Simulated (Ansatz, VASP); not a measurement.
# Two plane-wave programs on TiO2

```
Ti O
1.0
     4.68773    0.00000    0.00000
     0.00000    4.68773    0.00000
     0.00000    0.00000    3.01207
Ti O
2 4
Cartesian
  0.0000 0.0000 0.0000
  2.3439 2.3439 1.5060
  1.4396 1.4396 0.0000
  0.9043 3.7835 1.5060
  3.2481 3.2481 0.0000
  3.7835 0.9043 1.5060
```

Alike in both runs: functional r2SCAN; k mesh 6 × 6 × 10; occupations fermi-dirac, width 0.02 eV; no spin polarisation.

Ansatz relaxed the structure, and its values are those at the end. VASP's run is a single point on that final structure, the one shown.

|  | VASP | Ansatz |
| --- | --- | --- |
| version | VASP 6.6.1 | Ansatz 0.2.0 |
| potentials or method | VASP PAW PBE potentials, release 64 (Ti_sv, O), cutoff 520 eV | PAW plane waves |
| valence electrons in the cell | 48 | 48 |

Ansatz gave:

```
gap on the k mesh at the Fermi level (eV) : 2.16
pressure (GPa)                            : -12.2
rms of the force components (eV/Å)        : 0.002
```

What did VASP give for the same quantities?

gap on the k mesh at the Fermi level (eV): 2.16; pressure (GPa): -11.2; rms of the force components (eV/Å): 0.019.

VASP's potentials were made for PBE, not for r2SCAN. The functional is the same, so the differences come from potentials, cutoffs and numerics. Ansatz's warnings: stress scf threshold loose.
